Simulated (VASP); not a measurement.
## Si: single point with r2SCAN

The system is Si.

```
Si
1.0
     2.83597    0.00000    0.00000
    -1.41798    2.45602    0.00000
     0.00000    0.00000    4.59427
Si
2
Direct
  0.19333 0.59667 0.14500
  0.80667 0.40333 0.85500
```

This cell differs from its parent crystal: shortest bond scaled by 0.58, level accurate.

```json
{
  "Program": "VASP 6.6.1",
  "Task": "single point",
  "Functional": "r2SCAN",
  "Potentials or basis": "VASP PAW PBE potentials, release 64 (Si)",
  "Cutoff": "520 eV",
  "k mesh": "12 × 12 × 7",
  "Occupations": "fermi-dirac, width 0.05 eV",
  "Spin": "no spin polarisation",
  "Dipole correction": "no",
  "Further INCAR settings": "ALGO = Normal; EDIFF = 1e-06; NBANDS = 11"
}
```

| Property | Result |
| --- | --- |
| Pressure | 75.2 GPa |
| Largest force | 27.299 eV/Å |
| Band gap on the k mesh | zero (band 4 reaches 12.67 eV, above the bottom of band 5 at 6.17 eV) |

Forces in eV/Å, atoms in the order of the input:
```
Si   12.965   7.486  22.827
Si  -12.965  -7.486 -22.827
```

Stress tensor (GPa, compression positive):
```
 60.01  30.96  89.45
 30.96  24.27  51.65
 89.45  51.65 141.36
```

Levels at points of the mesh, in eV from the Fermi level:
```csv
k point,band 2,band 3,band 4,band 5,band 6,band 7
"(0.00, 0.00, 0.00)",-6.85,-4.20,4.59,5.26,6.81,7.35
"(0.50, 0.00, 0.00)",-9.21,-1.21,-1.09,0.73,1.70,3.33
"(0.00, 0.50, 0.00)",-8.78,-1.46,-0.74,0.65,1.93,2.54
```

It took 2.4 min on 1 thread of Intel(R) Xeon(R) 6975P-C (Granite Rapids), on a shared host, peak memory 0.2 GiB.

Caveat: the cell differs from its parent crystal (shortest bond scaled by 0.58, level accurate); the PAW data sets were made with another functional, which shifts forces and pressure a little.
